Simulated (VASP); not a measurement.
# TaN (P6/mmm) in VASP: further runs

Runs on TaN. Level: LDA. Tasks: electric field gradients.

All numbers are computed with VASP 6.6.1; they aren't measurements. Logs are shortened: lines on timing, memory, paths and dates and some standing lists are left out, and cuts for length are marked.

**1. The cell of the first run**

It takes space group P6/mmm (No. 191, hexagonal). The conventional cell has a = 5.150 Å, b = 5.150 Å, c = 2.888 Å, α = 90.00°, β = 90.00°, γ = 120.00°. Ta (site symmetry 6/mmm) has 6 N at 2.58 Å and 14 Ta at 2.89 to 3.31 Å within 3.4 Å. Within 2.7 Å of Ta (site symmetry -6m2) lie 6 N at 2.07 Å. Within 2.7 Å of N (site symmetry mmm) lie 6 Ta at 2.07 to 2.58 Å and 4 N at 2.58 Å.

**2. Electric field gradients, LDA (11.06 Å³/atom)**

The input, INCAR:

```
ALGO = Normal
EDIFF = 1E-8
ENCUT = 520
GGA = CA
ISIF = 2
ISMEAR = -1
LASPH = T
LCHARG = F
LEFG = T
LREAL = F
LWAVE = F
NBANDS = 33
NELM = 80
PREC = Accurate
SIGMA = 0.03
```

The input, KPOINTS:

```
k-points
0
Gamma
  5 5 8
```

The input, POSCAR:

```
TaN
1.0
    5.1501995545      0.0000000000      0.0000000000
   -2.5750997773      4.4602036488      0.0000000000
    0.0000000000      0.0000000000      2.8884826334
Ta N
3 3
Direct
    0.0000000000      0.0000000000      0.0000000000
    0.3333333333      0.6666666667      0.5000000000
    0.6666666667      0.3333333333      0.5000000000
    0.5000000000      0.0000000000      0.0000000000
    0.5000000000      0.5000000000      0.0000000000
    0.0000000000      0.5000000000      0.0000000000
```

Potentials or basis: VASP PAW LDA potentials, release 64 (Ta_pv, N).

Started as:

```sh
> cat potpaw_LDA.64/Ta_pv/POTCAR potpaw_LDA.64/N/POTCAR > POTCAR
> mpirun -np 1 vasp_std > vasp.out
```

OUTCAR:

```text
EDIFF = 1E-8
   ENCUT = 520
   GGA = CA
   ISIF = 2
   ISMEAR = -1
   LASPH = T
   LREAL = F
   NELM = 80
   PREC = Accurate

 ion  position               nearest neighbor table
   1  0.000  0.000  0.000-   4 2.58   4 2.58   5 2.58   5 2.58   6 2.58   6 2.58   3 3.31   3 3.31
                             2 3.31   2 3.31   2 3.31   3 3.31   2 3.31   3 3.31   2 3.31   3 3.31
   2  0.333  0.667  0.500-   6 2.07   6 2.07   4 2.07   4 2.07   5 2.07   5 2.07   3 2.97   3 2.97
                             3 2.97   1 3.31   1 3.31   1 3.31   1 3.31   1 3.31   1 3.31
   3  0.667  0.333  0.500-   6 2.07   6 2.07   4 2.07   4 2.07   5 2.07   5 2.07   2 2.97   2 2.97
                             2 2.97   1 3.31   1 3.31   1 3.31   1 3.31   1 3.31   1 3.31
   4  0.500  0.000  0.000-   2 2.07   3 2.07   2 2.07   3 2.07   1 2.58   1 2.58
   5  0.500  0.500  0.000-   2 2.07   3 2.07   2 2.07   3 2.07   1 2.58   1 2.58
   6  0.000  0.500  0.000-   2 2.07   3 2.07   2 2.07   3 2.07   1 2.58   1 2.58

  LATTYP: Found a hexagonal cell.
 ALAT       =     5.1501995545
 C/A-ratio  =     0.5608486822

  Lattice vectors:

 A1 = (   5.1501995545,   0.0000000000,   0.0000000000)
 A2 = (  -2.5750997773,   4.4602036488,   0.0000000000)
 A3 = (   0.0000000000,   0.0000000000,   2.8884826334)

Analysis of symmetry for initial positions (statically):
=====================================================================
 Subroutine PRICEL returns:
 Original cell was already a primitive cell.

 Routine SETGRP: Setting up the symmetry group for a
 hexagonal supercell.

 Subroutine GETGRP returns: Found 24 space group operations
 (whereof 24 operations were pure point group operations)
 out of a pool of 24 trial point group operations.

The static configuration has the point symmetry D_6h.

Analysis of symmetry for dynamics (positions and initial velocities):
=====================================================================
 Subroutine PRICEL returns:
 Original cell was already a primitive cell.

 Routine SETGRP: Setting up the symmetry group for a
 hexagonal supercell.

 Subroutine GETGRP returns: Found 24 space group operations
 (whereof 24 operations were pure point group operations)
 out of a pool of 24 trial point group operations.

The dynamic configuration has the point symmetry D_6h.
[... 163 lines left out ...]
      1     -27.7029      2.00000
      2     -27.7029      2.00000
      3     -27.2799      2.00000
      4     -27.2799      2.00000
      5     -27.0533      2.00000
      6     -26.9206      2.00000
[... 853 lines left out ...]
     32      12.3462      0.00000
     33      13.9586      0.00000

 [... further k-points ...]

------------------------ aborting loop because EDIFF is reached ----------------------------------------

  FORCE on cell =-STRESS in cart. coord.  units (eV):
  Direction    XX          YY          ZZ          XY          YZ          ZX
  --------------------------------------------------------------------------------------
  -------------------------------------------------------------------------------------
  Total        1.5358787      1.5358787      1.7260425     -0.0000000     -0.0000000      0.0000000
  in kB       37.0867694     37.0867694     41.6786409     -0.0000000     -0.0000000      0.0000000
  external PRESSURE =      38.6173932 kB  Pullay stress =       0.0000000 kB

 VOLUME and BASIS-vectors are now :
 -----------------------------------------------------------------------------
  energy-cutoff  :      520.00
  volume of cell :       66.35
      direct lattice vectors                 reciprocal lattice vectors
     5.150199555  0.000000000  0.000000000     0.194167234  0.112102505  0.000000000
    -2.575099777  4.460203649  0.000000000     0.000000000  0.224205009  0.000000000
     0.000000000  0.000000000  2.888482633     0.000000000  0.000000000  0.346202532

 POSITION                                       TOTAL-FORCE (eV/Angst)
 -----------------------------------------------------------------------------------
      0.00000      0.00000      0.00000        -0.000000     -0.000000      0.000000
     -0.00000      2.97347      1.44424         0.000000     -0.000000      0.000000
      2.57510      1.48673      1.44424        -0.000000      0.000000      0.000000
      2.57510      0.00000      0.00000        -0.000000     -0.000000      0.000000
      1.28755      2.23010      0.00000        -0.000000     -0.000000      0.000000
     -1.28755      2.23010      0.00000        -0.000000     -0.000000      0.000000
 -----------------------------------------------------------------------------------
    total drift:                               -0.000000      0.000000     -0.000000

  FREE ENERGIE OF THE ION-ELECTRON SYSTEM (eV)
  ---------------------------------------------------
  free  energy   TOTEN  =       -71.3430449870 eV

  energy  without entropy=      -71.3381979827  energy(sigma->0) =      -71.34062148

 Electric field gradients (V/A^2)
---------------------------------------------------------------------
 ion       V_xx      V_yy      V_zz      V_xy      V_xz      V_yz
---------------------------------------------------------------------
   1     171.215   171.214  -342.430    -0.001    -0.000     0.000
   2     193.583   193.583  -387.166     0.000     0.000     0.000
   3     193.583   193.583  -387.166     0.000     0.000     0.000
   4      34.028   -29.326    -4.702     0.001     0.000     0.000
   5     -13.488    18.190    -4.702    27.434     0.000    -0.000
   6     -13.488    18.190    -4.702   -27.432    -0.000     0.000
---------------------------------------------------------------------

 Electric field gradients after diagonalization (V/A^2)
 (convention: |V_zz| > |V_xx| > |V_yy|)
----------------------------------------------------------------------
 ion       V_xx      V_yy      V_zz     asymmetry (V_yy - V_xx)/ V_zz
----------------------------------------------------------------------
   1     171.216   171.214  -342.430       0.000
   2     193.583   193.582  -387.166       0.000
   3     193.583   193.582  -387.166       0.000
   4     -29.326    -4.702    34.028       0.724
   5     -29.327    -4.702    34.029       0.724
   6     -29.326    -4.702    34.028       0.724
----------------------------------------------------------------------

           NMR quadrupolar parameters

 Cq : quadrupolar parameter    Cq=e*Q*V_zz/h
 eta: asymmetry parameters     (V_yy - V_xx)/ V_zz
 Q  : nuclear electric quadrupole moment in mb (millibarn)
----------------------------------------------------------------------
 ion       Cq(MHz)       eta       Q (mb)
----------------------------------------------------------------------
   1      -0.828       0.000       1.000
   2      -0.936       0.000       1.000
   3      -0.936       0.000       1.000
   4       0.082       0.724       1.000
   5       0.082       0.724       1.000
   6       0.082       0.724       1.000
----------------------------------------------------------------------
```

Wall time 25 s (1 thread of Intel Xeon Platinum 8559C (Emerald Rapids), shared host); peak memory 0.18 GiB.

Results:

| Property | Result |
| --- | --- |
| Free energy | -71.3430 eV |
| Pressure | 3.9 GPa |
| Band gap on the k mesh | zero (bands 24 and 25 overlap by 2.22 eV) |
| Largest electric field gradient by atom | Ta -342.4, -387.2 (each value once); N +34.0 V/Å² |

Electric field gradients, principal values (V/Å²):
```
atom    least   middle  greatest (by size)
1 Ta  171.214  171.216            -342.430
2 Ta  193.582  193.583            -387.166
3 Ta  193.582  193.583            -387.166
 4 N   -4.702  -29.326              34.028
 5 N   -4.702  -29.327              34.029
 6 N   -4.702  -29.326              34.028
```

Caveat: the cell stands under pressure; without QUAD_EFG the Cq values of the log hold for a quadrupole moment of 1 mb, not for the nuclei; spin-orbit coupling is left out, which moves the levels of the heavy elements.

**3. Electric field gradients, LDA (11.06 Å³/atom)**

The input, INCAR:

```
SYSTEM = TaN
ALGO = Normal
EDIFF = 1E-8
ENCUT = 520
ISIF = 2
ISMEAR = -1
LASPH = .TRUE.
LCHARG = .FALSE.
LEFG = .TRUE.
LREAL = .FALSE.
LWAVE = .FALSE.
NBANDS = 33
NELM = 100
PREC = Accurate
SIGMA = 0.03
```

The input, KPOINTS:

```
k-points
0
G
  5 5 8
  0 0 0
```

POSCAR is that of step 2.

Potentials or basis: VASP PAW LDA potentials, release 64 (Ta_pv, N).

Started as:

```sh
> cat potpaw_LDA.64/Ta_pv/POTCAR potpaw_LDA.64/N/POTCAR > POTCAR
> mpirun -np 1 vasp_std > vasp.out
```

OUTCAR:

```text
SYSTEM = TaN
   EDIFF = 1E-8
   ENCUT = 520
   ISIF = 2
   ISMEAR = -1
   LASPH = .TRUE.
   LREAL = .FALSE.
   NELM = 100
   PREC = Accurate

 ion  position               nearest neighbor table
   1  0.000  0.000  0.000-   4 2.58   4 2.58   5 2.58   5 2.58   6 2.58   6 2.58   3 3.31   3 3.31
                             2 3.31   2 3.31   2 3.31   3 3.31   2 3.31   3 3.31   2 3.31   3 3.31
   2  0.333  0.667  0.500-   6 2.07   6 2.07   4 2.07   4 2.07   5 2.07   5 2.07   3 2.97   3 2.97
                             3 2.97   1 3.31   1 3.31   1 3.31   1 3.31   1 3.31   1 3.31
   3  0.667  0.333  0.500-   6 2.07   6 2.07   4 2.07   4 2.07   5 2.07   5 2.07   2 2.97   2 2.97
                             2 2.97   1 3.31   1 3.31   1 3.31   1 3.31   1 3.31   1 3.31
   4  0.500  0.000  0.000-   2 2.07   3 2.07   2 2.07   3 2.07   1 2.58   1 2.58
   5  0.500  0.500  0.000-   2 2.07   3 2.07   2 2.07   3 2.07   1 2.58   1 2.58
[... 1111 lines left out ...]
   6     -13.488    18.190    -4.702   -27.432    -0.000     0.000
---------------------------------------------------------------------

 Electric field gradients after diagonalization (V/A^2)
 (convention: |V_zz| > |V_xx| > |V_yy|)
----------------------------------------------------------------------
 ion       V_xx      V_yy      V_zz     asymmetry (V_yy - V_xx)/ V_zz
----------------------------------------------------------------------
   1     171.216   171.214  -342.430       0.000
   2     193.583   193.582  -387.166       0.000
   3     193.583   193.582  -387.166       0.000
   4     -29.326    -4.702    34.028       0.724
   5     -29.327    -4.702    34.029       0.724
   6     -29.326    -4.702    34.028       0.724
----------------------------------------------------------------------

           NMR quadrupolar parameters

 Cq : quadrupolar parameter    Cq=e*Q*V_zz/h
 eta: asymmetry parameters     (V_yy - V_xx)/ V_zz
 Q  : nuclear electric quadrupole moment in mb (millibarn)
----------------------------------------------------------------------
 ion       Cq(MHz)       eta       Q (mb)
----------------------------------------------------------------------
   1      -0.828       0.000       1.000
   2      -0.936       0.000       1.000
   3      -0.936       0.000       1.000
   4       0.082       0.724       1.000
   5       0.082       0.724       1.000
   6       0.082       0.724       1.000
----------------------------------------------------------------------
```

OSZICAR:

```text
N       E                     dE             d eps       ncg     rms          rms(c)
DAV:   1     0.437190610478E+03    0.43719E+03   -0.25872E+04  1650   0.152E+03
DAV:   2    -0.539930160558E+02   -0.49118E+03   -0.46860E+03  1882   0.443E+02
DAV:   3    -0.815458578477E+02   -0.27553E+02   -0.26948E+02  2032   0.101E+02
DAV:   4    -0.820568496306E+02   -0.51099E+00   -0.50642E+00  2082   0.129E+01
DAV:   5    -0.820696416061E+02   -0.12792E-01   -0.12776E-01  2130   0.157E+00    0.480E+01
DAV:   6    -0.720329518803E+02    0.10037E+02   -0.48352E+01  1999   0.384E+01    0.209E+01
DAV:   7    -0.715705117677E+02    0.46244E+00   -0.40336E+00  2073   0.144E+01    0.117E+01
DAV:   8    -0.713813920046E+02    0.18912E+00   -0.64479E-01  2031   0.523E+00    0.391E+00
DAV:   9    -0.713445880787E+02    0.36804E-01   -0.84730E-02  2012   0.268E+00    0.453E-01
DAV:  10    -0.713433921890E+02    0.11959E-02   -0.14056E-02  2063   0.630E-01    0.179E-01
DAV:  11    -0.713430647041E+02    0.32748E-03   -0.20820E-03  2007   0.297E-01    0.525E-02
DAV:  12    -0.713430454818E+02    0.19222E-04   -0.14336E-04  2010   0.740E-02    0.204E-02
DAV:  13    -0.713430449805E+02    0.50132E-06   -0.67900E-06  2081   0.162E-02    0.395E-03
DAV:  14    -0.713430450801E+02   -0.99621E-07   -0.99287E-07  2076   0.584E-03    0.300E-03
DAV:  15    -0.713430449849E+02    0.95253E-07   -0.42765E-07  2010   0.406E-03    0.248E-04
DAV:  16    -0.713430449870E+02   -0.21764E-08   -0.13725E-08  1304   0.715E-04
   1 F= -.71343045E+02 E0= -.71340621E+02  d E =-.484700E-02
```

stdout:

```text
POSCAR found type information on POSCAR TaN
 POSCAR found :  2 types and       6 ions
 scaLAPACK will be used
 LDA part: xc-table for (Slater(with rela. corr.)+CA(PZ))
 , standard interpolation
 POSCAR, INCAR and KPOINTS ok, starting setup
 FFT: planning ... GRIDC
 FFT: planning ... GRID_SOFT
 FFT: planning ... GRID
 WAVECAR not read
 entering main loop
ion   1

ion   2

ion   3

ion   4

ion   5

ion   6
```

Run time: 25 s. Hardware: 1 thread of Intel Xeon Platinum 8559C (Emerald Rapids), shared host; peak memory 0.18 GiB.

Results:

```yaml
Free_energy: -71.3430 eV
Pressure: 3.9 GPa
Band_gap_on_the_k_mesh: zero (bands 24 and 25 overlap by 2.22 eV)
Largest_electric_field_gradient_by_atom: Ta -342.4, -387.2 (each value once); N +34.0 V/Å²
```

Stress tensor (GPa, compression positive):
```
3.71 0.00 0.00
0.00 3.71 0.00
0.00 0.00 4.17
```

Levels at points of the mesh, in eV from the Fermi level:
```
           k point  band 20  band 21  band 22  band 23  band 24  band 25  band 26  band 27  band 28  band 29
(0.00, 0.00, 0.00)    -3.05    -3.05    -2.57    -2.15    -1.37    -1.37     0.75     0.75     1.29     2.24
(0.00, 0.00, 0.50)    -3.86    -3.17    -3.17    -1.98     0.86     0.86     1.52     1.82     2.55     2.55
```

Electric field gradients, principal values (V/Å²):
| atom | least | middle | greatest (by size) |
| --- | --- | --- | --- |
| 1 Ta | 171.214 | 171.216 | -342.430 |
| 2 Ta | 193.582 | 193.583 | -387.166 |
| 3 Ta | 193.582 | 193.583 | -387.166 |
| 4 N | -4.702 | -29.326 | 34.028 |
| 5 N | -4.702 | -29.327 | 34.029 |
| 6 N | -4.702 | -29.326 | 34.028 |

Caveat: the cell stands under pressure; without QUAD_EFG the Cq values of the log hold for a quadrupole moment of 1 mb, not for the nuclei; spin-orbit coupling is left out, which moves the levels of the heavy elements.

(Continued in part 2 of 2.)
